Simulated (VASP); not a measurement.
# Pd (Pm-3m) in VASP: further runs

Pd is run at these levels: PBEsol; tasks: single point.

Program: VASP 6.6.1. These are calculated values, not measurements. Logs are shortened: lines on timing, memory, paths and dates and some standing lists are left out, and cuts for length are marked.

## Step 1: The cell of the first run

Symmetry: Pm-3m, No. 221, cubic system. The conventional cell has a = 2.598 Å, b = 2.598 Å, c = 2.598 Å, α = 90.00°, β = 90.00°, γ = 90.00°. Within 3.4 Å of Pd (site symmetry m-3m) lie 6 Pd at 2.60 Å.

## Step 2: Single point, PBEsol, collinear spin, antiferromagnetic start (volume scaled by 1.04)

File INCAR:

```
SYSTEM = Pd
  PREC = Accurate
  ENCUT = 520
  EDIFF = 1E-6
  ISMEAR = -1
  SIGMA = 0.05
  LREAL = .False.
  LASPH = .True.
  NELM = 150
  ALGO = Normal
  ISIF = 2
  LWAVE = .False.
  LCHARG = .False.
  ISPIN = 2
  MAGMOM = 0.5 -0.5
  LORBIT = 11
  LMAXMIX = 4
  GGA = PS
  NBANDS = 21
```

File KPOINTS:

```
regular mesh
0
Gamma
  12 12 12
  0 0 0
```

File POSCAR:

```
Pd
1.0
    0.0000000000      2.5980850663      2.5980850663
    2.5980850663      0.0000000000      2.5980850663
    2.5980850663      2.5980850663      0.0000000000
Pd
2
Direct
    0.0000000000      0.0000000000      0.0000000000
    0.5000000000      0.5000000000      0.5000000000
```

Potentials or basis: VASP PAW PBE potentials, release 64 (Pd).

Run with:

```
cat potpaw_PBE.64/Pd/POTCAR > POTCAR
mpirun -np 1 vasp_std > vasp.out
```

OUTCAR:

```text
SYSTEM = Pd
   PREC = Accurate
   ENCUT = 520
   EDIFF = 1E-6
   ISMEAR = -1
   LREAL = .False.
   LASPH = .True.
   NELM = 150
   ISIF = 2
   ISPIN = 2
   LORBIT = 11
   GGA = PS

 ion  position               nearest neighbor table
   1  0.000  0.000  0.000-   2 2.60   2 2.60   2 2.60   2 2.60   2 2.60   2 2.60
   2  0.500  0.500  0.500-   1 2.60   1 2.60   1 2.60   1 2.60   1 2.60   1 2.60

  LATTYP: Found a face centered cubic cell.
 ALAT       =     5.1961701326

  Lattice vectors:

 A1 = (   0.0000000000,   2.5980850663,   2.5980850663)
 A2 = (   2.5980850663,   0.0000000000,   2.5980850663)
 A3 = (   2.5980850663,   2.5980850663,   0.0000000000)

Analysis of symmetry for initial positions (statically):
=====================================================================
 Subroutine PRICEL returns following result:

  LATTYP: Found a simple cubic cell.
 ALAT       =     2.5980850663
[... 12 lines left out ...]
 Subroutine GETGRP returns: Found 48 space group operations
 (whereof 48 operations were pure point group operations)
 out of a pool of 48 trial point group operations.

The static configuration has the point symmetry O_h .

Analysis of symmetry for dynamics (positions and initial velocities):
=====================================================================
 Subroutine PRICEL returns following result:

  LATTYP: Found a simple cubic cell.
 ALAT       =     2.5980850663
[... 12 lines left out ...]
 Subroutine GETGRP returns: Found 48 space group operations
 (whereof 48 operations were pure point group operations)
 out of a pool of 48 trial point group operations.

The dynamic configuration has the point symmetry O_h .

Analysis of structural, dynamic, and magnetic symmetry:
=====================================================================
 Subroutine PRICEL returns following result:

  LATTYP: Found a simple cubic cell.
 ALAT       =     2.5980850663
[... 12 lines left out ...]
 Subroutine GETGRP returns: Found 48 space group operations
 (whereof 48 operations were pure point group operations)
 out of a pool of 48 trial point group operations.

The overall configuration has the point symmetry O_h .

 Subroutine INISYM returns: Found 48 space group operations
 (whereof 48 operations are pure point group operations),
 and found     2 'primitive' translations

----------------------------------------------------------------------------------------

                                     Primitive cell

[... 103 lines left out ...]
   ISMEAR =    -1;   SIGMA  =   0.05  broadening in eV -4-tet -1-fermi 0-gaus
   EFERMI_NEDOS =   21; number of points for ismear=-14 and -15
   IALGO  =     38    algorithm
   IMIX   =      4    mixing-type and parameters
     AMIX     =   0.40;   BMIX     =  1.00
     AMIX_MAG =   1.60;   BMIX_MAG =  1.00
  volume/ion in A,a.u.               =      17.54       118.35
  Fermi-wavevector in a.u.,A,eV,Ry     =   1.357547  2.565391 25.074629  1.842933
  Thomas-Fermi vector in A             =   2.484456
   LORBIT       =     11    0 simple, 1 ext, 2 COOP (PROOUT), +10 PAW based schemes
   GGA     = PS    functional components
   LHFCALC =     F    Hartree Fock is set to
   AEXX    =    0.0000 exact exchange contribution
   IVDW    =     0    specifies the selected vdW correction
   LEPSILON=     F    determine dielectric tensor
   LRPA    =     F    only Hartree local field effects (RPA)
 spin polarized calculation
  energy-cutoff  :      520.00
  volume of cell :       35.07
 maximum number of plane-waves:       960
   NGX = 13   NGY = 13   NGZ = 13

 number of electron      19.9999998 magnetization      -0.0000000

 number of electron      19.9999998 magnetization       0.0000000

 Free energy of the ion-electron system (eV)
  ---------------------------------------------------
  ext. energy  EPLUGINS =         0.00000000
  ---------------------------------------------------
  free energy    TOTEN  =       -10.72011769 eV

  energy without entropy =      -10.69277525  energy(sigma->0) =      -10.70644647

 E-fermi :   7.2160     XC(G=0): -12.2105

 val. band max:        7.2104487494   @ k =   0.1667   0.0833   0.0000
 cond. band min:       7.2236795468   @ k =  -0.1667   0.0833   0.0000
 fundamental gap:      0.0132307974
 Fermi energy:         7.2159835204

 spin component 1

 k-point     1 :       0.0000    0.0000    0.0000
  band No.  band energies     occupation
      1       1.1038      1.00000
      2       2.6224      1.00000
      3       2.6224      1.00000
      4       3.3036      1.00000
      5       3.3036      1.00000
      6       3.3036      1.00000
[... 565 lines left out ...]
     20      28.0133      0.00000
     21      28.4326      0.00000

 [... further k-points ...]

 spin component 2

 k-point     1 :       0.0000    0.0000    0.0000
  band No.  band energies     occupation
      1       1.1038      1.00000
      2       2.6224      1.00000
      3       2.6224      1.00000
      4       3.3036      1.00000
      5       3.3036      1.00000
      6       3.3036      1.00000
[... 565 lines left out ...]
     20      28.0133      0.00000
     21      28.4326      0.00000

 [... further k-points ...]
[... 5 lines left out ...]
  --------------------------------------------------------------------------------------
  -------------------------------------------------------------------------------------
  Total       -1.1757075     -1.1757075     -1.1757075      0.0000000      0.0000000      0.0000000
  in kB      -53.7056270    -53.7056270    -53.7056270      0.0000000      0.0000000      0.0000000
  external PRESSURE =     -53.7056270 kB  Pullay stress =       0.0000000 kB

 VOLUME and BASIS-vectors are now :
 -----------------------------------------------------------------------------
  energy-cutoff  :      520.00
  volume of cell :       35.07
      direct lattice vectors                 reciprocal lattice vectors
     0.000000000  2.598085066  2.598085066    -0.192449434  0.192449434  0.192449434
     2.598085066  0.000000000  2.598085066     0.192449434 -0.192449434  0.192449434
     2.598085066  2.598085066  0.000000000     0.192449434  0.192449434 -0.192449434

 POSITION                                       TOTAL-FORCE (eV/Angst)
 -----------------------------------------------------------------------------------
      0.00000      0.00000      0.00000        -0.000000      0.000000      0.000000
      2.59809      2.59809      2.59809         0.000000     -0.000000     -0.000000
 -----------------------------------------------------------------------------------
    total drift:                                0.000000      0.000000      0.000000

  FREE ENERGIE OF THE ION-ELECTRON SYSTEM (eV)
  ---------------------------------------------------
  free  energy   TOTEN  =       -10.7201176898 eV

  energy  without entropy=      -10.6927752451  energy(sigma->0) =      -10.70644647

 total charge

# of ion       s       p       d       tot
------------------------------------------
    1        0.487   0.349   8.513   9.349
    2        0.487   0.349   8.513   9.349
--------------------------------------------------
tot          0.975   0.698  17.026  18.699

 magnetization (x)

# of ion       s       p       d       tot
------------------------------------------
    1        0.000  -0.000  -0.000  -0.000
    2       -0.000   0.000   0.000   0.000
--------------------------------------------------
tot          0.000   0.000   0.000   0.000
```

OSZICAR:

```text
N       E                     dE             d eps       ncg     rms          rms(c)
DAV:   1     0.112867299842E+03    0.11287E+03   -0.94911E+03  6048   0.895E+02
DAV:   2    -0.851635844512E+01   -0.12138E+03   -0.11247E+03  6858   0.219E+02
DAV:   3    -0.111528140442E+02   -0.26365E+01   -0.26120E+01  7133   0.342E+01
DAV:   4    -0.111755679624E+02   -0.22754E-01   -0.22749E-01  7098   0.325E+00
DAV:   5    -0.111760163153E+02   -0.44835E-03   -0.44835E-03  7351   0.470E-01    0.894E+00
DAV:   6    -0.107428260656E+02    0.43319E+00   -0.10203E+00  6913   0.912E+00    0.414E+00
DAV:   7    -0.107275198219E+02    0.15306E-01   -0.14594E-02  7127   0.970E-01    0.235E+00
DAV:   8    -0.107208454972E+02    0.66743E-02   -0.17498E-03  6914   0.293E-01    0.669E-01
DAV:   9    -0.107201083149E+02    0.73718E-03   -0.21055E-04  6966   0.121E-01    0.475E-02
DAV:  10    -0.107201163982E+02   -0.80833E-05   -0.27911E-05  7710   0.386E-02    0.239E-02
DAV:  11    -0.107201211805E+02   -0.47823E-05   -0.54711E-06  6628   0.196E-02    0.153E-02
DAV:  12    -0.107201177231E+02    0.34574E-05   -0.34214E-07  3894   0.638E-03    0.223E-03
DAV:  13    -0.107201176898E+02    0.33325E-07   -0.12972E-07  3619   0.280E-03
   1 F= -.10720118E+02 E0= -.10706446E+02  d E =-.273424E-01  mag=    -0.0000
```

It took 78 s on 1 thread of Intel Xeon Platinum 8259CL at 2.50GHz (Skylake/Cascade Lake), shared host; peak memory 0.22 GiB.

Results:

| Item | Value |
| --- | --- |
| Free energy | -10.7201 eV |
| Pressure | -5.4 GPa |
| Band gap on the k mesh | zero (filled and empty bands overlap) |
| Net moment | 0.00 μB per cell |
| Valence electrons inside the program's atomic spheres | Pd 9.35 |

Caveat: the PAW data sets were made with another functional, which shifts forces and pressure a little.

## Step 3: Single point, PBEsol, collinear spin, antiferromagnetic start (volume scaled by 1.08)

File INCAR:

```
  PREC = Accurate
  ENCUT = 520
  EDIFF = 1E-6
  ISMEAR = -1
  SIGMA = 0.05
  LREAL = False
  LASPH = True
  NELM = 150
  ALGO = Normal
  ISIF = 2
  LWAVE = False
  LCHARG = False
  ISPIN = 2
  MAGMOM = 0.5 -0.5
  LORBIT = 11
  LMAXMIX = 4
  GGA = PS
  NBANDS = 21
```

File KPOINTS:

```
Automatic mesh
0
Gamma
  12 12 12
```

File POSCAR:

```
Pd
1.0
    0.0000000000      2.6309757106      2.6309757106
    2.6309757106      0.0000000000      2.6309757106
    2.6309757106      2.6309757106      0.0000000000
Pd
2
Direct
    0.0000000000      0.0000000000      0.0000000000
    0.5000000000      0.5000000000      0.5000000000
```

Potentials or basis: VASP PAW PBE potentials, release 64 (Pd).

Run with:

```
cat potpaw_PBE.64/Pd/POTCAR > POTCAR
mpirun -np 1 vasp_std > vasp.out
```

It took 78 s on 1 thread of Intel Xeon Platinum 8259CL at 2.50GHz (Skylake/Cascade Lake), shared host; peak memory 0.22 GiB.

The run converged. Its results:

| Item | Value |
| --- | --- |
| Free energy | -10.6580 eV |
| Pressure | -9.4 GPa |
| Band gap on the k mesh | zero (filled and empty bands overlap) |
| Net moment | 0.00 μB per cell |
| Valence electrons inside the program's atomic spheres | Pd 9.29 |

Levels at points of the mesh, in eV from the Fermi level:
Spin up:
| k point | band 8 | band 9 | band 10 | band 11 | band 12 | band 13 |
| --- | --- | --- | --- | --- | --- | --- |
| (0.00, 0.00, 0.00) | 0.02 | 0.02 | 1.17 | 1.17 | 10.88 | 10.88 |
| (0.50, 0.00, 0.00) | -1.54 | -1.54 | -1.54 | 0.58 | 0.58 | 12.83 |
| (0.50, 0.50, 0.00) | -1.18 | 0.16 | 0.43 | 1.08 | 4.67 | 5.42 |
Spin down:
```
           k point  band 7  band 8  band 9  band 10  band 11  band 12  band 13  band 14
(0.00, 0.00, 0.00)    0.02    0.02    0.02     1.17     1.17    10.88    10.88    10.88
(0.50, 0.00, 0.00)   -1.54   -1.54   -1.54    -1.54     0.58     0.58    12.83    12.83
(0.50, 0.50, 0.00)   -1.18   -1.18    0.16     0.43     1.08     4.67     5.42     5.42
```

Caveat: the PAW data sets were made with another functional, which shifts forces and pressure a little.

## Step 4: Single point, PBEsol, collinear spin, antiferromagnetic start (volume scaled by 1.12)

File INCAR:

```
PREC = Accurate
ENCUT = 520
EDIFF = 1E-6
ISMEAR = -1
SIGMA = 0.05
LREAL = False
LASPH = True
NELM = 150
ALGO = Normal
ISIF = 2
LWAVE = False
LCHARG = False
ISPIN = 2
MAGMOM = 0.5 -0.5
LORBIT = 11
LMAXMIX = 4
GGA = PS
NBANDS = 21
```

File KPOINTS:

```
regular mesh
0
Gamma
  12 12 12
```

File POSCAR:

```
Pd
1.0
    0.0000000000      2.6630639427      2.6630639427
    2.6630639427      0.0000000000      2.6630639427
    2.6630639427      2.6630639427      0.0000000000
Pd
2
Direct
    0.0000000000      0.0000000000      0.0000000000
    0.5000000000      0.5000000000      0.5000000000
```

Run with:

```
cat potpaw_PBE.64/Pd/POTCAR > POTCAR
mpirun -np 1 vasp_std > vasp.out
```

Run time: 78 s. Hardware: 1 thread of Intel Xeon Platinum 8259CL at 2.50GHz (Skylake/Cascade Lake), shared host; peak memory 0.22 GiB.

It converged, with:

```
Free energy                                           : -10.5663 eV
Pressure                                              : -12.4 GPa
Band gap on the k mesh                                : zero (filled and empty bands overlap)
Net moment                                            : 0.00 μB per cell
Valence electrons inside the program's atomic spheres : Pd 9.23
```

Levels at points of the mesh, in eV from the Fermi level:
Spin up:
| k point | band 6 | band 7 | band 8 | band 9 | band 10 | band 11 | band 12 | band 13 | band 14 | band 15 |
| --- | --- | --- | --- | --- | --- | --- | --- | --- | --- | --- |
| (0.00, 0.00, 0.00) | -3.48 | 0.01 | 0.01 | 0.01 | 1.09 | 1.09 | 10.62 | 10.62 | 10.62 | 11.05 |
| (0.50, 0.00, 0.00) | -2.27 | -1.45 | -1.45 | -1.45 | -1.45 | 0.57 | 0.57 | 12.53 | 12.53 | 12.53 |
| (0.50, 0.50, 0.00) | -1.38 | -1.12 | -1.12 | 0.14 | 0.53 | 1.01 | 4.47 | 5.37 | 5.37 | 10.68 |
Spin down:
```csv
k point,band 7,band 8,band 9,band 10,band 11,band 12,band 13,band 14
"(0.00, 0.00, 0.00)",0.01,0.01,0.01,1.09,1.09,10.62,10.62,10.62
"(0.50, 0.00, 0.00)",-1.45,-1.45,-1.45,-1.45,0.57,0.57,12.53,12.53
"(0.50, 0.50, 0.00)",-1.12,-1.12,0.14,0.53,1.01,4.47,5.37,5.37
```

Caveat: the PAW data sets were made with another functional, which shifts forces and pressure a little.

## Step 5: Single point, PBEsol

This run uses another cell than the first one: it holds 1 atom, not 2.

File INCAR:

```
  ALGO = Normal
  EDIFF = 1E-6
  ENCUT = 520
  GGA = PS
  ISIF = 2
  ISMEAR = -1
  LASPH = True
  LCHARG = False
  LREAL = False
  LWAVE = False
  NBANDS = 11
  NELM = 60
  PREC = Accurate
  SIGMA = 0.1
```

File KPOINTS:

```
k-points
0
Gamma
  12 12 12
```

File POSCAR:

```
Pd
1.0
    2.5666279490      0.0000000000      0.0000000000
    0.0000000000      2.5666279490      0.0000000000
    0.0000000000      0.0000000000      2.5666279490
Pd
1
Direct
    0.0000000000      0.0000000000      0.0000000000
```

Run with:

```
cat potpaw_PBE.64/Pd/POTCAR > POTCAR
mpirun -np 1 vasp_std > vasp.out
```

It took 9.1 s on 1 thread of Intel Xeon Platinum 8488C (Sapphire Rapids), shared host; peak memory 0.13 GiB.

It converged, with:

```
Free energy            : -5.3924 eV
Pressure               : -0.4 GPa
Band gap on the k mesh : zero (band 5 reaches 9.10 eV, above the bottom of band 6 at 7.08 eV)
```

Levels at points of the mesh, in eV from the Fermi level:
```
           k point  band 1  band 2  band 3  band 4  band 5  band 6  band 7  band 8  band 9  band 10
(0.00, 0.00, 0.00)   -6.37   -4.85   -4.85    0.03    0.03    0.03   16.75   16.75   16.75    23.37
(0.50, 0.00, 0.00)   -4.34   -4.18   -1.64   -1.64    0.19    0.19    5.08   18.37   21.46    22.96
(0.50, 0.50, 0.00)   -5.09   -3.64   -1.33   -1.33    1.25    5.53    5.53   12.05   12.59    23.73
(0.50, 0.50, 0.50)   -4.16   -4.16   -4.16    1.35    1.35   10.95   11.43   11.43   11.43    18.17
```

Caveat: the PAW data sets were made with another functional, which shifts forces and pressure a little.

## Step 6: Overview

```csv
spin,cell,smearing,gap on the mesh (eV),pressure (GPa),moment (μB)
"collinear, antiferromagnetic start","a = 3.674 Å, angles 60.0°, 2 atoms",fermi-dirac 0.05 eV,none,-5.4,0.00
"collinear, antiferromagnetic start","a = 3.721 Å, angles 60.0°, 2 atoms",fermi-dirac 0.05 eV,none,-9.4,0.00
"collinear, antiferromagnetic start","a = 3.766 Å, angles 60.0°, 2 atoms",fermi-dirac 0.05 eV,none,-12.4,0.00
off,"a = 2.567 Å, 1 atom",fermi-dirac 0.1 eV,none,-0.4,-
```

Alike in all rows: task single point; level PBEsol; potentials or basis VASP PAW PBE potentials, release 64 (Pd); k mesh 12 × 12 × 12; cutoff (eV) 520.

Caveats: the PAW data sets were made with another functional, which shifts forces and pressure a little.

Total energies depend on the potentials used, so only differences within one code and one set of settings carry meaning.
